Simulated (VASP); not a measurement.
# TiTe2 (P4/nmm) in VASP: further runs

Runs on TiTe2. Level: PBE. Tasks: single point, relaxation of cell and atoms.

All numbers are computed with VASP 6.6.1; they aren't measurements. Logs are shortened: lines on timing, memory, paths and dates and some standing lists are left out, and cuts for length are marked.

### 1 The cell of the first run

Symmetry: P4/nmm, No. 129, tetragonal system. The conventional cell has a = 4.506 Å, b = 4.506 Å, c = 7.463 Å, α = 90.00°, β = 90.00°, γ = 90.00°. Ti (site symmetry 4mm) has 9 Te at 2.86 to 3.36 Å within 3.8 Å. Te (site symmetry -4m2) has 4 Ti at 2.87 Å and 8 Te at 3.19 to 3.62 Å within 3.8 Å. Within 3.8 Å of Te (site symmetry 4mm) lie 5 Ti at 2.86 to 3.36 Å and 8 Te at 3.62 to 3.66 Å.

### 2 Single point, PBE

Contents of INCAR:

```
SYSTEM = TiTe2
PREC     = Accurate       ! precision mode
ENCUT    = 520            ! plane-wave cutoff, eV
EDIFF    = 1E-6           ! SCF threshold, eV
ISMEAR   = 0              ! smearing method
SIGMA    = 0.1            ! smearing width, eV
LREAL    = .False.        ! projectors in reciprocal space
LASPH    = .True.         ! aspherical terms in the spheres
NELM     = 60             ! most SCF steps
ALGO     = Normal         ! electronic algorithm
ISIF     = 2              ! what is computed and relaxed
LWAVE    = .False.        ! write WAVECAR
LCHARG   = .False.        ! write CHGCAR
GGA      = PE             ! functional
NBANDS   = 33             ! bands
```

Contents of KPOINTS:

```
Automatic mesh
0
Gamma
  4 4 4
  0 0 0
```

Contents of POSCAR:

```
TiTe2
1.0
    4.5061898410      0.0000000000      0.0000000000
    0.0000000000      4.5061898410      0.0000000000
    0.0000000000      0.0000000000      7.4634368694
Ti Te
2 4
Direct
    0.0000000000      0.5000000000      0.7625010417
    0.5000000000      0.0000000000      0.2374989583
    0.0000000000      0.0000000000      0.0000000000
    0.5000000000      0.5000000000      0.0000000000
    0.0000000000      0.5000000000      0.3790790946
    0.5000000000      0.0000000000      0.6209209054
```

Potentials or basis: VASP PAW PBE potentials, release 64 (Ti_sv, Te).

Launch:

```sh
$ cat potpaw_PBE.64/Ti_sv/POTCAR potpaw_PBE.64/Te/POTCAR > POTCAR
$ mpirun -np 1 vasp_std > vasp.out
```

OUTCAR:

```text
SYSTEM = TiTe2
   PREC = Accurate
   ENCUT = 520
   EDIFF = 1E-6
   ISMEAR = 0
   LREAL = .False.
   LASPH = .True.
   NELM = 60
   ISIF = 2
   GGA = PE

 ion  position               nearest neighbor table
   1  0.000  0.500  0.763-   5 2.86   4 2.87   3 2.87   3 2.87   4 2.87
   2  0.500  0.000  0.237-   6 2.86   4 2.87   3 2.87   4 2.87   3 2.87
   3  0.000  0.000  0.000-   1 2.87   2 2.87   1 2.87   2 2.87   4 3.19   4 3.19   4 3.19   4 3.19
                             5 3.62   6 3.62   6 3.62   5 3.62
   4  0.500  0.500  0.000-   1 2.87   2 2.87   2 2.87   1 2.87   3 3.19   3 3.19   3 3.19   3 3.19
                             5 3.62   6 3.62   5 3.62   6 3.62
   5  0.000  0.500  0.379-   1 2.86   3 3.62   4 3.62   3 3.62   4 3.62   6 3.66   6 3.66   6 3.66
                             6 3.66
   6  0.500  0.000  0.621-   2 2.86   3 3.62   4 3.62   4 3.62   3 3.62   5 3.66   5 3.66   5 3.66
                             5 3.66

  LATTYP: Found a simple tetragonal cell.
 ALAT       =     4.5061898410
 C/A-ratio  =     1.6562633029

  Lattice vectors:

 A1 = (   4.5061898410,   0.0000000000,   0.0000000000)
 A2 = (   0.0000000000,   4.5061898410,   0.0000000000)
 A3 = (   0.0000000000,   0.0000000000,   7.4634368694)

Analysis of symmetry for initial positions (statically):
=====================================================================
 Subroutine PRICEL returns:
 Original cell was already a primitive cell.

 Routine SETGRP: Setting up the symmetry group for a
 simple tetragonal supercell.

 Subroutine GETGRP returns: Found 16 space group operations
 (whereof  8 operations were pure point group operations)
 out of a pool of 16 trial point group operations.

The static configuration has the point symmetry D_2d.
 The point group associated with its full space group is D_4h.

Analysis of symmetry for dynamics (positions and initial velocities):
=====================================================================
 Subroutine PRICEL returns:
 Original cell was already a primitive cell.

 Routine SETGRP: Setting up the symmetry group for a
 simple tetragonal supercell.

 Subroutine GETGRP returns: Found 16 space group operations
 (whereof  8 operations were pure point group operations)
 out of a pool of 16 trial point group operations.

The dynamic configuration has the point symmetry D_2d.
 The point group associated with its full space group is D_4h.

 Subroutine INISYM returns: Found 16 space group operations
 (whereof  8 operations are pure point group operations),
 and found     1 'primitive' translations

----------------------------------------------------------------------------------------

                                     Primitive cell

  volume of cell :     151.5507

  direct lattice vectors                    reciprocal lattice vectors
     4.506189841  0.000000000  0.000000000     0.221916971  0.000000000  0.000000000
     0.000000000  4.506189841  0.000000000     0.000000000  0.221916971  0.000000000
     0.000000000  0.000000000  7.463436869     0.000000000  0.000000000  0.133986529

  length of vectors
     4.506189841  4.506189841  7.463436869     0.221916971  0.221916971  0.133986529

  position of ions in fractional coordinates (direct lattice)
     0.000000000  0.500000000  0.762501042
     0.500000000  0.000000000  0.237498958
     0.000000000  0.000000000  0.000000000
     0.500000000  0.500000000  0.000000000
     0.000000000  0.500000000  0.379079095
     0.500000000  0.000000000  0.620920905

  ion indices of the primitive-cell ions
   primitive index   ion index
                 1           1
                 2           2
                 3           3
                 4           4
                 5           5
                 6           6

----------------------------------------------------------------------------------------

 KPOINTS: Automatic mesh

Automatic generation of k-mesh.
 Grid dimensions read from file:
 generate k-points for:    4    4    4

 Generating k-lattice:

  Cartesian coordinates                     Fractional coordinates (reciprocal lattice)
     0.055479243  0.000000000  0.000000000     0.250000000  0.000000000  0.000000000
     0.000000000  0.055479243  0.000000000     0.000000000  0.250000000  0.000000000
     0.000000000  0.000000000  0.033496632     0.000000000  0.000000000  0.250000000

  Length of vectors
     0.055479243  0.055479243  0.033496632

  Shift w.r.t. Gamma in fractional coordinates (k-lattice)
     0.000000000  0.000000000  0.000000000

 Subroutine IBZKPT returns following result:
 ===========================================

 Found     18 irreducible k-points:

 Following reciprocal coordinates:
            Coordinates               Weight
  0.000000  0.000000  0.000000      1.000000
  0.250000  0.000000  0.000000      4.000000
  0.500000  0.000000  0.000000      2.000000
  0.250000  0.250000  0.000000      4.000000
  0.500000  0.250000  0.000000      4.000000
  0.500000  0.500000  0.000000      1.000000
[... 10 lines left out ...]
  0.500000  0.250000  0.500000      4.000000
  0.500000  0.500000  0.500000      1.000000
   k-points           NKPTS =     18   k-points in BZ     NKDIM =     18   number of bands    NBANDS=     33
   number of dos      NEDOS =    301   number of ions     NIONS =      6
   total plane-waves  NPLWV =  72576
   dimension x,y,z NGX =    36 NGY =   36 NGZ =   56
   dimension x,y,z NGXF=    72 NGYF=   72 NGZF=  112
   ions per type =               2   4
   NGX,Y,Z   is equivalent  to a cutoff of  13.28, 13.28, 12.47 a.u.
   NGXF,Y,Z  is equivalent  to a cutoff of  26.56, 26.56, 24.95 a.u.
 SYSTEM =  TiTe2
   PREC   = accura    normal or accurate (medium, high low for compatibility)
   ISTART =      0    job   : 0-new  1-cont  2-samecut
   ICHARG =      2    charge: 1-file 2-atom 10-const
   ISPIN  =      1    spin polarized calculation?
   LNONCOLLINEAR =      F non collinear calculations
   LSORBIT =      F    spin-orbit coupling
   LASPH  =      T    aspherical Exc in radial PAW
   ENCUT  =  520.0 eV  38.22 Ry    6.18 a.u.   8.38  8.38 13.88*2*pi/ulx,y,z
   NELM   =     60;   NELMIN=  2; NELMDL= -5     # of ELM steps
   EDIFF  = 0.1E-05   stopping-criterion for ELM
   LREAL  =      F    real-space projection
   EDIFFG = 0.1E-04   stopping-criterion for IOM
   NSW    =      0    number of steps for IOM
   IBRION =     -1    ionic relax: 0-MD 1-quasi-New 2-CG
   NFREE  =      0    steps in history (QN), initial steepest desc. (CG)
   ISIF   =      2    stress and relaxation
   ISYM   =      2    0-nonsym 1-usesym 2-fastsym
   POTIM  = 0.5000    time-step for ionic-motion
   TEBEG  =    0.0;   TEEND  =   0.0 temperature during run
   PSTRESS=    0.0 pullay stress
   NELECT =      48.0000    total number of electrons
   NUPDOWN=      -1.0000    fix difference up-down
   EMIN   =  10.00;   EMAX   =-10.00  energy-range for DOS
   EFERMI =   0.00;   METHOD = LEGACY
   ISMEAR =     0;   SIGMA  =   0.10  broadening in eV -4-tet -1-fermi 0-gaus
   EFERMI_NEDOS =   21; number of points for ismear=-14 and -15
   IALGO  =     38    algorithm
   IMIX   =      4    mixing-type and parameters
     AMIX     =   0.40;   BMIX     =  1.00
     AMIX_MAG =   1.60;   BMIX_MAG =  1.00
  volume/ion in A,a.u.               =      25.26       170.45
  Fermi-wavevector in a.u.,A,eV,Ry     =   1.115927  2.108797 16.943255  1.245294
  Thomas-Fermi vector in A             =   2.252537
   LORBIT       =      0    0 simple, 1 ext, 2 COOP (PROOUT), +10 PAW based schemes
   GGA     = PE    functional components
   LHFCALC =     F    Hartree Fock is set to
   AEXX    =    0.0000 exact exchange contribution
   IVDW    =     0    specifies the selected vdW correction
   LEPSILON=     F    determine dielectric tensor
   LRPA    =     F    only Hartree local field effects (RPA)
 non-spin polarized calculation
 Gauss-broadening in eV      SIGMA  =   0.10
  energy-cutoff  :      520.00
  volume of cell :      151.55
 maximum number of plane-waves:      4100
 NGX is ok and might be reduce to    36
   NGX = 17   NGY = 17   NGZ = 27

 number of electron      47.9999999 magnetization

 Free energy of the ion-electron system (eV)
  ---------------------------------------------------
  ext. energy  EPLUGINS =         0.00000000
  ---------------------------------------------------
  free energy    TOTEN  =       -30.14085504 eV

  energy without entropy =      -30.12322410  energy(sigma->0) =      -30.13203957

 E-fermi :   8.1053     XC(G=0): -10.2115

 val. band max:        8.1052760209   @ k =   0.0000   0.0000   0.0000
 cond. band min:       8.1110781321   @ k =   0.0000   0.0000   0.0000
 fundamental gap:      0.0058021112
 Fermi energy:         8.1052789889

 k-point     1 :       0.0000    0.0000    0.0000
  band No.  band energies     occupation
      1     -49.6085      2.00000
      2     -49.6082      2.00000
      3     -25.8730      2.00000
      4     -25.8675      2.00000
      5     -25.8675      2.00000
      6     -25.8675      2.00000
[... 25 lines left out ...]
     32      10.2918      0.00000
     33      10.4980      0.00000

 k-point     2 :       0.2500    0.0000    0.0000
  band No.  band energies     occupation
      1     -49.6084      2.00000
      2     -49.6082      2.00000
      3     -25.8722      2.00000
      4     -25.8694      2.00000
      5     -25.8680      2.00000
      6     -25.8679      2.00000
[... 25 lines left out ...]
     32       9.9878      0.00000
     33      10.4204      0.00000

 k-point     3 :       0.5000    0.0000    0.0000
  band No.  band energies     occupation
      1     -49.6082      2.00000
      2     -49.6082      2.00000
      3     -25.8715      2.00000
      4     -25.8715      2.00000
      5     -25.8690      2.00000
      6     -25.8690      2.00000
[... 25 lines left out ...]
     32       9.6598      0.00000
     33      10.7236      0.00000

 k-point     4 :       0.2500    0.2500    0.0000
  band No.  band energies     occupation
      1     -49.6083      2.00000
      2     -49.6082      2.00000
      3     -25.8717      2.00000
      4     -25.8696      2.00000
      5     -25.8685      2.00000
      6     -25.8683      2.00000
[... 25 lines left out ...]
     32      10.0670      0.00000
     33      10.3166      0.00000

 k-point     5 :       0.5000    0.2500    0.0000
  band No.  band energies     occupation
      1     -49.6082      2.00000
      2     -49.6082      2.00000
      3     -25.8713      2.00000
      4     -25.8713      2.00000
      5     -25.8689      2.00000
      6     -25.8689      2.00000
[... 388 lines left out ...]
 k-point    16 :       0.2500    0.2500    0.5000
  band No.  band energies     occupation
      1     -49.6083      2.00000
      2     -49.6082      2.00000
      3     -25.8717      2.00000
      4     -25.8693      2.00000
      5     -25.8693      2.00000
      6     -25.8679      2.00000
[... 25 lines left out ...]
     32      10.0621      0.00000
     33      10.1657      0.00000

 k-point    17 :       0.5000    0.2500    0.5000
  band No.  band energies     occupation
      1     -49.6082      2.00000
      2     -49.6082      2.00000
      3     -25.8717      2.00000
      4     -25.8717      2.00000
      5     -25.8684      2.00000
      6     -25.8684      2.00000
[... 25 lines left out ...]
     32      10.0453      0.00000
     33      10.4269      0.00000

 k-point    18 :       0.5000    0.5000    0.5000
  band No.  band energies     occupation
      1     -49.6081      2.00000
      2     -49.6081      2.00000
      3     -25.8715      2.00000
      4     -25.8715      2.00000
      5     -25.8695      2.00000
      6     -25.8695      2.00000
[... 25 lines left out ...]
     32      10.0785      0.00000
     33      10.7357      0.00000

------------------------ aborting loop because EDIFF is reached ----------------------------------------

  FORCE on cell =-STRESS in cart. coord.  units (eV):
  Direction    XX          YY          ZZ          XY          YZ          ZX
  --------------------------------------------------------------------------------------
  -------------------------------------------------------------------------------------
  Total        0.1197649      0.1197649      0.0339162      0.0000000      0.0000000      0.0000000
  in kB        1.2661415      1.2661415      0.3585585      0.0000000      0.0000000      0.0000000
  external PRESSURE =       0.9636139 kB  Pullay stress =       0.0000000 kB

 VOLUME and BASIS-vectors are now :
 -----------------------------------------------------------------------------
  energy-cutoff  :      520.00
  volume of cell :      151.55
      direct lattice vectors                 reciprocal lattice vectors
     4.506189841  0.000000000  0.000000000     0.221916971  0.000000000  0.000000000
     0.000000000  4.506189841  0.000000000     0.000000000  0.221916971  0.000000000
     0.000000000  0.000000000  7.463436869     0.000000000  0.000000000  0.133986529

 POSITION                                       TOTAL-FORCE (eV/Angst)
 -----------------------------------------------------------------------------------
      0.00000      2.25309      5.69088         0.000000     -0.000000     -0.044798
      2.25309      0.00000      1.77256        -0.000000      0.000000      0.044798
      0.00000      0.00000      0.00000        -0.000000     -0.000000      0.000000
      2.25309      2.25309      0.00000        -0.000000      0.000000      0.000000
      0.00000      2.25309      2.82923         0.000000      0.000000      0.024306
      2.25309      0.00000      4.63420        -0.000000      0.000000     -0.024306
 -----------------------------------------------------------------------------------
    total drift:                                0.000000      0.000000      0.000000

  FREE ENERGIE OF THE ION-ELECTRON SYSTEM (eV)
  ---------------------------------------------------
  free  energy   TOTEN  =       -30.1408550449 eV

  energy  without entropy=      -30.1232240956  energy(sigma->0) =      -30.13203957
```

Wall time 2.4 min (1 thread of Intel Xeon 6975P-C, shared host); peak memory 0.29 GiB.

Results:

```
Free energy            : -30.1409 eV
Pressure               : 0.1 GPa
Largest force          : 0.045 eV/Å
Band gap on the k mesh : zero (band 24 reaches 8.16 eV, above the bottom of band 25 at 8.11 eV)
```

Forces on the atoms (eV/Å):
```
Ti   0.000  0.000 -0.045
Ti   0.000  0.000  0.045
Te   0.000  0.000  0.000
Te   0.000  0.000  0.000
Te   0.000  0.000  0.024
Te   0.000  0.000 -0.024
```

Levels at points of the mesh, in eV from the Fermi level:
| k point | band 22 | band 23 | band 24 | band 25 | band 26 | band 27 |
| --- | --- | --- | --- | --- | --- | --- |
| (0.00, 0.00, 0.00) | -0.85 | -0.52 | -0.52 | 0.00 | 0.01 | 0.21 |
| (0.50, 0.00, 0.00) | -1.93 | -1.54 | -1.54 | 0.39 | 0.39 | 0.61 |
| (0.50, 0.50, 0.00) | -0.78 | -0.10 | -0.10 | 0.31 | 0.31 | 0.88 |
| (0.00, 0.00, 0.50) | -0.48 | -0.38 | -0.38 | 0.06 | 0.19 | 0.20 |
| (0.50, 0.00, 0.50) | -1.67 | -0.77 | -0.77 | 0.38 | 0.38 | 0.52 |
| (0.50, 0.50, 0.50) | -1.50 | -0.10 | -0.10 | 0.42 | 0.42 | 0.62 |

Caveat: spin-orbit coupling is left out, which moves the levels of the heavy elements.

### 3 Single point, PBE

This run uses another cell than the first one, of 27.31 Å³/atom, 1.081 times its volume.

Contents of INCAR:

```
PREC = Accurate ; ENCUT = 520
EDIFF = 1E-7 ; ISMEAR = 0
SIGMA = 0.1 ; LREAL = F
LASPH = T ; NELM = 80
ALGO = Normal ; ISIF = 2
LWAVE = F ; LCHARG = F
GGA = PE ; NBANDS = 33
```

Contents of KPOINTS:

```
Automatic mesh
0
Gamma
  4 4 4
```

Contents of POSCAR:

```
TiTe2
1.0
    4.7530986519      0.0000000000      0.0000000000
    0.0000000000      4.7530986519      0.0000000000
    0.0000000000      0.0000000000      7.2522855432
Ti Te
2 4
Direct
    0.0000000000      0.5000000000      0.7000000000
    0.5000000000      0.0000000000      0.3000000000
    0.0000000000      0.0000000000      0.0000000000
    0.5000000000      0.5000000000      0.0000000000
    0.0000000000      0.5000000000      0.2700000000
    0.5000000000      0.0000000000      0.7300000000
```

Potentials or basis: VASP PAW PBE potentials, release 64 (Ti_sv, Te).

Launch:

```sh
$ cat potpaw_PBE.64/Ti_sv/POTCAR potpaw_PBE.64/Te/POTCAR > POTCAR
$ mpirun -np 1 vasp_std > vasp.out
```

OUTCAR:

```text
PREC = Accurate
   ENCUT = 520
   EDIFF = 1E-7
   ISMEAR = 0
   LREAL = F
   LASPH = T
   NELM = 80
   ISIF = 2
   GGA = PE

 ion  position               nearest neighbor table
   1  0.000  0.500  0.700-   5 3.12   4 3.22   3 3.22   3 3.22   4 3.22
   2  0.500  0.000  0.300-   6 3.12   4 3.22   3 3.22   4 3.22   3 3.22
   3  0.000  0.000  0.000-   5 3.08   6 3.08   5 3.08   6 3.08   1 3.22   1 3.22   2 3.22   2 3.22
                             4 3.36   4 3.36   4 3.36   4 3.36
   4  0.500  0.500  0.000-   5 3.08   6 3.08   6 3.08   5 3.08   2 3.22   1 3.22   1 3.22   2 3.22
                             3 3.36   3 3.36   3 3.36   3 3.36
   5  0.000  0.500  0.270-   3 3.08   4 3.08   3 3.08   4 3.08   1 3.12
   6  0.500  0.000  0.730-   3 3.08   4 3.08   4 3.08   3 3.08   2 3.12
[... 850 lines left out ...]
  Total       -0.5613417     -0.5613417     -4.7788484      0.0000000      0.0000000     -0.0000000
  in kB       -5.4892040     -5.4892040    -46.7310229      0.0000000      0.0000000     -0.0000000
  external PRESSURE =     -19.2364770 kB  Pullay stress =       0.0000000 kB

 VOLUME and BASIS-vectors are now :
 -----------------------------------------------------------------------------
  energy-cutoff  :      520.00
  volume of cell :      163.84
      direct lattice vectors                 reciprocal lattice vectors
     4.753098652  0.000000000  0.000000000     0.210389069  0.000000000  0.000000000
     0.000000000  4.753098652  0.000000000     0.000000000  0.210389069  0.000000000
     0.000000000  0.000000000  7.252285543     0.000000000  0.000000000  0.137887566

 POSITION                                       TOTAL-FORCE (eV/Angst)
 -----------------------------------------------------------------------------------
      0.00000      2.37655      5.07660         0.000000     -0.000000      1.082451
      2.37655      0.00000      2.17569        -0.000000     -0.000000     -1.082451
      0.00000      0.00000      0.00000         0.000000      0.000000      0.000000
      2.37655      2.37655      0.00000         0.000000     -0.000000      0.000000
      0.00000      2.37655      1.95812        -0.000000     -0.000000      3.621195
      2.37655      0.00000      5.29417         0.000000      0.000000     -3.621195
 -----------------------------------------------------------------------------------
    total drift:                                0.000000      0.000000     -0.000000

  FREE ENERGIE OF THE ION-ELECTRON SYSTEM (eV)
  ---------------------------------------------------
  free  energy   TOTEN  =       -26.1744412983 eV

  energy  without entropy=      -26.1434502352  energy(sigma->0) =      -26.15894577
```

stdout:

```text
POSCAR found type information on POSCAR TiTe
 POSCAR found :  2 types and       6 ions
 scaLAPACK will be used
 LDA part: xc-table for (Slater+PW92), standard interpolation
 POSCAR, INCAR and KPOINTS ok, starting setup
 FFT: planning ... GRIDC
 FFT: planning ... GRID_SOFT
 FFT: planning ... GRID
 WAVECAR not read
 entering main loop
```

Wall time 2.6 min (1 thread of Intel Xeon 6975P-C, shared host); peak memory 0.29 GiB.

Results:

- Free energy: -26.1744 eV
- Pressure: -1.9 GPa
- Largest force: 3.621 eV/Å
- Band gap on the k mesh: zero (band 24 reaches 7.52 eV, above the bottom of band 25 at 7.14 eV)

Forces in eV/Å, atoms in the order of the input:
```
Ti   0.000  0.000  1.082
Ti   0.000  0.000 -1.082
Te   0.000  0.000  0.000
Te   0.000  0.000  0.000
Te   0.000  0.000  3.621
Te   0.000  0.000 -3.621
```

Caveat: spin-orbit coupling is left out, which moves the levels of the heavy elements; forces of over 1 eV/Å act on the atoms, so gaps and moduli don't describe the material at rest.

(Part 1 of 2 ends here.)
